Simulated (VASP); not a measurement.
Set up this calculation in VASP 6.6.1, as the native input.

| Property | Result |
| --- | --- |
| Task | single point |
| Functional | PBE |
| Potentials or basis | VASP PAW PBE potentials, release 64 (Zn, Mg, C) |
| Cutoff | 520 eV |
| k mesh | 6 × 6 × 6 |
| Occupations | fermi-dirac, width 0.1 eV |
| Spin | no spin polarisation |
| Dipole correction | no |
| Further INCAR settings | ALGO = Normal; EDIFF = 1e-06; NBANDS = 19 |

The structure of Mg3ZnC lies in POSCAR:

```
Mg3ZnC
1.0
    4.4069310000      0.0000000000      0.0000000000
    0.0000000000      4.4069310000      0.0000000000
    0.0000000000      0.0000000000      4.4069310000
Zn Mg C
1 3 1
Direct
    0.0143980000      0.0003270000      0.0042490000
    0.5044320000      0.0053770000      0.4959030000
    0.5098650000      0.5011960000      0.0016910000
   -0.0013060000      0.4967100000      0.5005010000
    0.5104210000      0.5038410000      0.5064390000
```

The input as run:

INCAR

```
PREC     = Accurate       # precision mode
ENCUT    = 520            # plane-wave cutoff, eV
EDIFF    = 1E-6           # SCF threshold, eV
ISMEAR   = -1             # smearing method
SIGMA    = 0.1            # smearing width, eV
LREAL    = F              # projectors in reciprocal space
LASPH    = T              # aspherical terms in the spheres
NELM     = 80             # most SCF steps
ALGO     = Normal         # electronic algorithm
ISIF     = 2              # what is computed and relaxed
LWAVE    = F              # write WAVECAR
LCHARG   = F              # write CHGCAR
GGA      = PE             # functional
NBANDS   = 19             # bands
```

KPOINTS

```
regular mesh
0
Gamma
  6 6 6
```

Potentials or basis: VASP PAW PBE potentials, release 64 (Zn, Mg, C).

Run with:

```sh
$ cat potpaw_PBE.64/Zn/POTCAR potpaw_PBE.64/Mg/POTCAR potpaw_PBE.64/C/POTCAR > POTCAR
$ mpirun -np 1 vasp_std > vasp.out
```

It gave:

The pressure is -0.2 GPa, the largest force is 0.542 eV/Å and the band gap on the k mesh is zero (band 11 reaches 4.66 eV, above the bottom of band 12 at 1.27 eV).

Wall time 2.5 min on 1 thread of Intel(R) Xeon(R) Platinum 8259CL CPU @ 2.50GHz (Skylake/Cascade Lake), with other jobs on the host, peak memory 0.35 GiB.
